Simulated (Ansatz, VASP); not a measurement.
**TePb: VASP beside Ansatz**

```xyz
2
Lattice="0.0000 3.2103 3.2103 3.2103 0.0000 3.2103 3.2103 3.2103 0.0000" Properties=species:S:1:pos:R:3 pbc="T T T"
Pb    0.0000    0.0000    0.0000
Te    3.2103    3.2103    3.2103
```

Change from the starting cell: hydrostatic strain -1.8%.

Alike in both runs: task single point; functional r2SCAN; k mesh 8 × 8 × 8; no spin polarisation.

|  | VASP | Ansatz |
| --- | --- | --- |
| version | VASP 6.6.1 | Ansatz 0.2.0 |
| potentials or method | VASP PAW PBE potentials, release 64 (Pb_d, Te) | plane waves, PAW |
| plane-wave cutoff (eV) | 520 | 500 |
| occupations | gaussian, width 0.01 eV | fixed |
| valence electrons in the cell | 20 | 30 |

```tsv
	VASP	Ansatz	Ansatz less VASP
gap on the k mesh at the Fermi level (eV)	0.98	0.97	-0.004
pressure (GPa)	2.5	2.5	0.00
```

VASP's potentials were made for PBE, not for r2SCAN. VASP's potentials hold 20 valence electrons a cell and Ansatz's 30, so a difference there can come from the potentials and not from the codes.

Spin-orbit coupling is off throughout.
